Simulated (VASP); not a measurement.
# Sr (P-3m1) in VASP: a series of runs

Runs on Sr. Level: PBEsol. Tasks: single point.

Program: VASP 6.6.1. These are calculated values, not measurements. Logs are shortened: lines on timing, memory, paths and dates and some standing lists are left out, and cuts for length are marked.

### 1 The cell of the first run

Symmetry: P-3m1, No. 164, trigonal system. Conventional cell: a = 4.195 Å, b = 4.195 Å, c = 6.879 Å, α = 90.00°, β = 90.00°, γ = 120.00°. Within 5.4 Å of Sr (site symmetry 3m) lie 12 Sr at 4.09 to 4.33 Å.

### 2 Single point, PBEsol (atoms displaced along a vibrational mode)

The input, INCAR:

```
SYSTEM = Sr
PREC = Accurate
ENCUT = 520
EDIFF = 1E-7
ISMEAR = 0
SIGMA = 0.15
LREAL = .FALSE.
LASPH = .TRUE.
NELM = 100
ALGO = Fast
ISIF = 2
LWAVE = .FALSE.
LCHARG = .TRUE.
GGA = PS
LELF = .TRUE.
LVHAR = .TRUE.
NBANDS = 17
```

The input, KPOINTS:

```
regular mesh
0
G
  12 12 8
  0 0 0
```

The input, POSCAR:

```
Sr
1.0
    4.1945366888      0.0000000000      0.0000000000
   -2.0972683444      3.6325753296      0.0000000000
    0.0000000000      0.0000000000      6.8785266073
Sr
2
Direct
    0.3333333333      0.6666666667      0.2391982681
    0.6666666667      0.3333333333      0.7608017319
```

Potentials or basis: VASP PAW PBE potentials, release 64 (Sr_sv).

Command:

```console
cat potpaw_PBE.64/Sr_sv/POTCAR > POTCAR
mpirun -np 1 vasp_std > vasp.out
```

OUTCAR:

```text
SYSTEM = Sr
   PREC = Accurate
   ENCUT = 520
   EDIFF = 1E-7
   ISMEAR = 0
   LREAL = .FALSE.
   LASPH = .TRUE.
   NELM = 100
   ISIF = 2
   GGA = PS

 ion  position               nearest neighbor table
   1  0.333  0.667  0.239-   2 4.09   2 4.09   2 4.09   2 4.33   2 4.33   2 4.33
   2  0.667  0.333  0.761-   1 4.09   1 4.09   1 4.09   1 4.33   1 4.33   1 4.33

  LATTYP: Found a hexagonal cell.
 ALAT       =     4.1945366888
 C/A-ratio  =     1.6398775640

  Lattice vectors:

 A1 = (   4.1945366888,   0.0000000000,   0.0000000000)
 A2 = (  -2.0972683444,   3.6325753296,   0.0000000000)
 A3 = (   0.0000000000,   0.0000000000,   6.8785266073)

Analysis of symmetry for initial positions (statically):
=====================================================================
 Subroutine PRICEL returns:
 Original cell was already a primitive cell.

 Routine SETGRP: Setting up the symmetry group for a
 hexagonal supercell.

 Subroutine GETGRP returns: Found 12 space group operations
 (whereof 12 operations were pure point group operations)
 out of a pool of 24 trial point group operations.

The static configuration has the point symmetry D_3d.

Analysis of symmetry for dynamics (positions and initial velocities):
=====================================================================
 Subroutine PRICEL returns:
 Original cell was already a primitive cell.

 Routine SETGRP: Setting up the symmetry group for a
 hexagonal supercell.

 Subroutine GETGRP returns: Found 12 space group operations
 (whereof 12 operations were pure point group operations)
 out of a pool of 24 trial point group operations.

The dynamic configuration has the point symmetry D_3d.

 Subroutine INISYM returns: Found 12 space group operations
 (whereof 12 operations are pure point group operations),
 and found     1 'primitive' translations

----------------------------------------------------------------------------------------

                                     Primitive cell

  volume of cell :     104.8079

  direct lattice vectors                    reciprocal lattice vectors
     4.194536689  0.000000000  0.000000000     0.238405353  0.137643395  0.000000000
    -2.097268344  3.632575330  0.000000000     0.000000000  0.275286789  0.000000000
     0.000000000  0.000000000  6.878526607     0.000000000  0.000000000  0.145379971

  length of vectors
     4.194536689  4.194536689  6.878526607     0.275286789  0.275286789  0.145379971

  position of ions in fractional coordinates (direct lattice)
     0.333333333  0.666666667  0.239198268
     0.666666667  0.333333333  0.760801732

  ion indices of the primitive-cell ions
   primitive index   ion index
                 1           1
                 2           2

----------------------------------------------------------------------------------------

 KPOINTS: regular mesh

Automatic generation of k-mesh.
 Grid dimensions read from file:
 generate k-points for:   12   12    8

 Generating k-lattice:

  Cartesian coordinates                     Fractional coordinates (reciprocal lattice)
     0.019867113  0.011470283  0.000000000     0.083333333  0.000000000  0.000000000
     0.000000000  0.022940566  0.000000000     0.000000000  0.083333333  0.000000000
     0.000000000  0.000000000  0.018172496     0.000000000  0.000000000  0.125000000

  Length of vectors
     0.022940566  0.022940566  0.018172496

  Shift w.r.t. Gamma in fractional coordinates (k-lattice)
     0.000000000  0.000000000  0.000000000

 Subroutine IBZKPT returns following result:
 ===========================================

 Found    131 irreducible k-points:

 Following reciprocal coordinates:
            Coordinates               Weight
  0.000000  0.000000  0.000000      1.000000
  0.083333  0.000000  0.000000      6.000000
  0.166667  0.000000  0.000000      6.000000
  0.250000 -0.000000  0.000000      6.000000
  0.333333  0.000000  0.000000      6.000000
  0.416667  0.000000  0.000000      6.000000
[... 16 lines left out ...]
  0.166667  0.000000  0.125000      6.000000
  0.000000  0.166667  0.125000      6.000000
 [... further k-points ...]
   k-points           NKPTS =    131   k-points in BZ     NKDIM =    131   number of bands    NBANDS=     17
   number of dos      NEDOS =    301   number of ions     NIONS =      2
   total plane-waves  NPLWV =  55296
   dimension x,y,z NGX =    32 NGY =   32 NGZ =   54
   dimension x,y,z NGXF=    64 NGYF=   64 NGZF=  108
   ions per type =               2
   NGX,Y,Z   is equivalent  to a cutoff of  12.68, 12.68, 13.05 a.u.
   NGXF,Y,Z  is equivalent  to a cutoff of  25.37, 25.37, 26.10 a.u.
 SYSTEM =  Sr
   PREC   = accura    normal or accurate (medium, high low for compatibility)
   ISTART =      0    job   : 0-new  1-cont  2-samecut
   ICHARG =      2    charge: 1-file 2-atom 10-const
   ISPIN  =      1    spin polarized calculation?
   LNONCOLLINEAR =      F non collinear calculations
   LSORBIT =      F    spin-orbit coupling
   LASPH  =      T    aspherical Exc in radial PAW
   ENCUT  =  520.0 eV  38.22 Ry    6.18 a.u.   7.80  7.80 12.79*2*pi/ulx,y,z
   NELM   =    100;   NELMIN=  2; NELMDL= -5     # of ELM steps
   EDIFF  = 0.1E-06   stopping-criterion for ELM
   LREAL  =      F    real-space projection
   EDIFFG = 0.1E-05   stopping-criterion for IOM
   NSW    =      0    number of steps for IOM
   IBRION =     -1    ionic relax: 0-MD 1-quasi-New 2-CG
   NFREE  =      0    steps in history (QN), initial steepest desc. (CG)
   ISIF   =      2    stress and relaxation
   ISYM   =      2    0-nonsym 1-usesym 2-fastsym
   POTIM  = 0.5000    time-step for ionic-motion
   TEBEG  =    0.0;   TEEND  =   0.0 temperature during run
   PSTRESS=    0.0 pullay stress
   NELECT =      20.0000    total number of electrons
   NUPDOWN=      -1.0000    fix difference up-down
   EMIN   =  10.00;   EMAX   =-10.00  energy-range for DOS
   EFERMI =   0.00;   METHOD = LEGACY
   ISMEAR =     0;   SIGMA  =   0.15  broadening in eV -4-tet -1-fermi 0-gaus
   EFERMI_NEDOS =   21; number of points for ismear=-14 and -15
   IALGO  =     68    algorithm
   IMIX   =      4    mixing-type and parameters
     AMIX     =   0.40;   BMIX     =  1.00
     AMIX_MAG =   1.60;   BMIX_MAG =  1.00
  volume/ion in A,a.u.               =      52.40       353.64
  Fermi-wavevector in a.u.,A,eV,Ry     =   0.942512  1.781089 12.086444  0.888329
  Thomas-Fermi vector in A             =   2.070128
   LORBIT       =      0    0 simple, 1 ext, 2 COOP (PROOUT), +10 PAW based schemes
   GGA     = PS    functional components
   LHFCALC =     F    Hartree Fock is set to
   AEXX    =    0.0000 exact exchange contribution
   IVDW    =     0    specifies the selected vdW correction
   LEPSILON=     F    determine dielectric tensor
   LRPA    =     F    only Hartree local field effects (RPA)
 non-spin polarized calculation
 RMM-DIIS sequential band-by-band and
 Gauss-broadening in eV      SIGMA  =   0.15
  energy-cutoff  :      520.00
  volume of cell :      104.81
 maximum number of plane-waves:      2853
   NGX = 15   NGY = 15   NGZ = 25

 number of electron      20.0000000 magnetization

 Free energy of the ion-electron system (eV)
  ---------------------------------------------------
  ext. energy  EPLUGINS =         0.00000000
  ---------------------------------------------------
  free energy    TOTEN  =        -3.66736430 eV

  energy without entropy =       -3.63976814  energy(sigma->0) =       -3.65356622

 E-fermi :   1.6734     XC(G=0):  -7.5794

 val. band max:        1.6697274634   @ k =   0.3333   0.0833   0.0000
 cond. band min:       1.6814129150   @ k =   0.3333   0.3333   0.3750
 fundamental gap:      0.0116854516
 Fermi energy:         1.6733568728

 k-point     1 :       0.0000    0.0000    0.0000
  band No.  band energies     occupation
      1     -34.7741      2.00000
      2     -34.7553      2.00000
      3     -16.9044      2.00000
      4     -16.6989      2.00000
      5     -16.6989      2.00000
      6     -16.6653      2.00000
[... 9 lines left out ...]
     16       4.4062      0.00000
     17       5.0147      0.00000

 k-point     2 :       0.0833    0.0000    0.0000
  band No.  band energies     occupation
      1     -34.7730      2.00000
      2     -34.7548      2.00000
      3     -16.8992      2.00000
      4     -16.7117      2.00000
      5     -16.7028      2.00000
      6     -16.6780      2.00000
[... 9 lines left out ...]
     16       4.4952      0.00000
     17       4.8910      0.00000

 k-point     3 :       0.1667    0.0000    0.0000
  band No.  band energies     occupation
      1     -34.7700      2.00000
      2     -34.7534      2.00000
      3     -16.8844      2.00000
      4     -16.7460      2.00000
      5     -16.7132      2.00000
      6     -16.7119      2.00000
[... 9 lines left out ...]
     16       4.4992      0.00000
     17       4.5900      0.00000

 k-point     4 :       0.2500   -0.0000    0.0000
  band No.  band energies     occupation
      1     -34.7657      2.00000
      2     -34.7517      2.00000
      3     -16.8630      2.00000
      4     -16.7923      2.00000
      5     -16.7563      2.00000
      6     -16.7269      2.00000
[... 9 lines left out ...]
     16       4.8436      0.00000
     17       4.8639      0.00000
[... 343 lines left out ...]
      1     -34.7724      2.00000
      2     -34.7554      2.00000
      3     -16.8914      2.00000
      4     -16.7105      2.00000
      5     -16.7017      2.00000
      6     -16.6837      2.00000
[... 9 lines left out ...]
     16       4.4118      0.00000
     17       4.9699      0.00000

 k-point    23 :       0.1667    0.0000    0.1250
  band No.  band energies     occupation
      1     -34.7694      2.00000
      2     -34.7540      2.00000
      3     -16.8782      2.00000
      4     -16.7459      2.00000
      5     -16.7144      2.00000
      6     -16.7118      2.00000
[... 9 lines left out ...]
     16       4.7410      0.00000
     17       4.8286      0.00000

 k-point    24 :       0.0000    0.1667    0.1250
  band No.  band energies     occupation
      1     -34.7694      2.00000
      2     -34.7540      2.00000
      3     -16.8783      2.00000
      4     -16.7434      2.00000
      5     -16.7178      2.00000
      6     -16.7119      2.00000
[... 9 lines left out ...]
     16       4.4902      0.00000
     17       4.7922      0.00000

 [... further k-points ...]

------------------------ aborting loop because EDIFF is reached ----------------------------------------

  FORCE on cell =-STRESS in cart. coord.  units (eV):
  Direction    XX          YY          ZZ          XY          YZ          ZX
  --------------------------------------------------------------------------------------
  -------------------------------------------------------------------------------------
  Total        0.0211960      0.0211960      0.0757192      0.0000000      0.0000000      0.0000000
  in kB        0.3240191      0.3240191      1.1575041      0.0000000      0.0000000      0.0000000
  external PRESSURE =       0.6018475 kB  Pullay stress =       0.0000000 kB

 VOLUME and BASIS-vectors are now :
 -----------------------------------------------------------------------------
  energy-cutoff  :      520.00
  volume of cell :      104.81
      direct lattice vectors                 reciprocal lattice vectors
     4.194536689  0.000000000  0.000000000     0.238405353  0.137643395  0.000000000
    -2.097268344  3.632575330  0.000000000     0.000000000  0.275286789  0.000000000
     0.000000000  0.000000000  6.878526607     0.000000000  0.000000000  0.145379971

 POSITION                                       TOTAL-FORCE (eV/Angst)
 -----------------------------------------------------------------------------------
     -0.00000      2.42172      1.64533         0.000000     -0.000000      0.224887
      2.09727      1.21086      5.23319        -0.000000      0.000000     -0.224887
 -----------------------------------------------------------------------------------
    total drift:                               -0.000000      0.000000     -0.000000

  FREE ENERGIE OF THE ION-ELECTRON SYSTEM (eV)
  ---------------------------------------------------
  free  energy   TOTEN  =        -3.6673643001 eV

  energy  without entropy=       -3.6397681386  energy(sigma->0) =       -3.65356622
```

It took 2.8 min on 1 thread of Intel Xeon 6975P-C (Granite Rapids), shared host; peak memory 0.36 GiB.

What came out:

| Property | Result |
| --- | --- |
| Free energy | -3.6674 eV |
| Pressure | 0.1 GPa |
| Largest force | 0.225 eV/Å |
| Band gap on the k mesh | zero (bands 10 and 11 overlap by 0.30 eV) |

Forces on the atoms (eV/Å):
```
Sr   0.000  0.000  0.225
Sr   0.000  0.000 -0.225
```

Caveat: the cell differs from its parent crystal (atoms displaced along a vibrational mode); the PAW data sets were made with another functional, which shifts forces and pressure a little.

### 3 Single point, PBEsol (atoms displaced along a vibrational mode)

The input, INCAR:

```
PREC = Accurate ; ENCUT = 520
EDIFF = 1E-7 ; ISMEAR = 0
SIGMA = 0.15 ; LREAL = False
LASPH = True ; NELM = 80
ALGO = Fast ; ISIF = 2
LWAVE = False ; LCHARG = False
GGA = PS ; NBANDS = 17
```

The input, KPOINTS:

```
Automatic mesh
0
Gamma
  12 12 8
```

The input, POSCAR:

```
Sr
1.0
    4.1945366888      0.0000000000      0.0000000000
   -2.0972683444      3.6325753296      0.0000000000
    0.0000000000      0.0000000000      6.8785266073
Sr
2
Direct
    0.3333333333      0.6666666667      0.2175802664
    0.6666666667      0.3333333333      0.7824197336
```

Potentials or basis: VASP PAW PBE potentials, release 64 (Sr_sv).

Command:

```console
cat potpaw_PBE.64/Sr_sv/POTCAR > POTCAR
mpirun -np 1 vasp_std > vasp.out
```

OUTCAR:

```text
PREC = Accurate
   ENCUT = 520
   EDIFF = 1E-7
   ISMEAR = 0
   LREAL = False
   LASPH = True
   NELM = 80
   ISIF = 2
   GGA = PS

 ion  position               nearest neighbor table
   1  0.333  0.667  0.218-   2 3.85   2 3.85   2 3.85   2 4.58   2 4.58   2 4.58
   2  0.667  0.333  0.782-   1 3.85   1 3.85   1 3.85   1 4.58   1 4.58   1 4.58

  LATTYP: Found a hexagonal cell.
 ALAT       =     4.1945366888
 C/A-ratio  =     1.6398775640

  Lattice vectors:

[... 667 lines left out ...]

------------------------ aborting loop because EDIFF is reached ----------------------------------------

  FORCE on cell =-STRESS in cart. coord.  units (eV):
  Direction    XX          YY          ZZ          XY          YZ          ZX
  --------------------------------------------------------------------------------------
  -------------------------------------------------------------------------------------
  Total        0.2122608      0.2122608      0.6284601      0.0000000      0.0000000      0.0000000
  in kB        3.2447880      3.2447880      9.6071427      0.0000000      0.0000000      0.0000000
  external PRESSURE =       5.3655729 kB  Pullay stress =       0.0000000 kB

 VOLUME and BASIS-vectors are now :
 -----------------------------------------------------------------------------
  energy-cutoff  :      520.00
  volume of cell :      104.81
      direct lattice vectors                 reciprocal lattice vectors
     4.194536689  0.000000000  0.000000000     0.238405353  0.137643395  0.000000000
    -2.097268344  3.632575330  0.000000000     0.000000000  0.275286789  0.000000000
     0.000000000  0.000000000  6.878526607     0.000000000  0.000000000  0.145379971

 POSITION                                       TOTAL-FORCE (eV/Angst)
 -----------------------------------------------------------------------------------
     -0.00000      2.42172      1.49663        -0.000000      0.000000      0.705387
      2.09727      1.21086      5.38189         0.000000     -0.000000     -0.705387
 -----------------------------------------------------------------------------------
    total drift:                                0.000000      0.000000      0.000000

  FREE ENERGIE OF THE ION-ELECTRON SYSTEM (eV)
  ---------------------------------------------------
  free  energy   TOTEN  =        -3.5303556451 eV

  energy  without entropy=       -3.5049838343  energy(sigma->0) =       -3.51766974
```

stdout:

```text
POSCAR found type information on POSCAR Sr
 POSCAR found :  1 types and       2 ions
 scaLAPACK will be used
[... 28 lines left out ...]
 num prob  num prob WARNING in EDDRMM: call to ZHEGV failed, returncode =   6  3     13
 num prob  num prob RMM:  21    -0.353035560223E+01   -0.10648E-06   -0.11447E-06  5910   0.373E-03    0.101E-03
 num prob  num prob  num prob  num prob  num prob  num prob  num prob  num prob  num prob  num prob  num prob  num prob  num prob  num prob  num prob  num prob  num prob  num prob  num prob  num prob  num prob  num prob  num prob  num prob  num prob  num prob  num prob  num prob  num prob  num prob  num prob  num prob  num prob  num prob  num prob  num prob  num prob  num prob  num prob  num prob  num prob  num prob RMM:  22    -0.353035564512E+01   -0.42897E-07   -0.76931E-07  4937   0.288E-03
```

Wall time 3.6 min (1 thread of Intel Xeon 6975P-C (Granite Rapids), shared host); peak memory 0.36 GiB.

Results:

| Quantity | Value |
| --- | --- |
| Free energy | -3.5304 eV |
| Pressure | 0.5 GPa |
| Largest force | 0.705 eV/Å |
| Band gap on the k mesh | zero (bands 10 and 11 overlap by 0.35 eV) |

Forces in eV/Å, atoms in the order of the input:
```
Sr   0.000  0.000  0.705
Sr   0.000  0.000 -0.705
```

Levels at points of the mesh, in eV from the Fermi level:
```csv
k point,band 8,band 9,band 10,band 11,band 12,band 13
"(0.00, 0.00, 0.00)",-18.30,-3.72,-1.20,0.13,2.24,2.24
"(0.50, 0.00, 0.00)",-18.33,-1.13,-0.58,0.10,0.20,1.31
"(0.00, 0.00, 0.50)",-18.30,-2.94,-2.53,0.70,2.05,2.20
"(0.50, 0.00, 0.50)",-18.33,-0.86,-0.85,0.32,0.33,1.02
```

Caveat: the cell differs from its parent crystal (atoms displaced along a vibrational mode); the PAW data sets were made with another functional, which shifts forces and pressure a little.

(Continued in part 2 of 2.)

The gap in the log of VASP goes by the Fermi energy; the results here count the filled bands.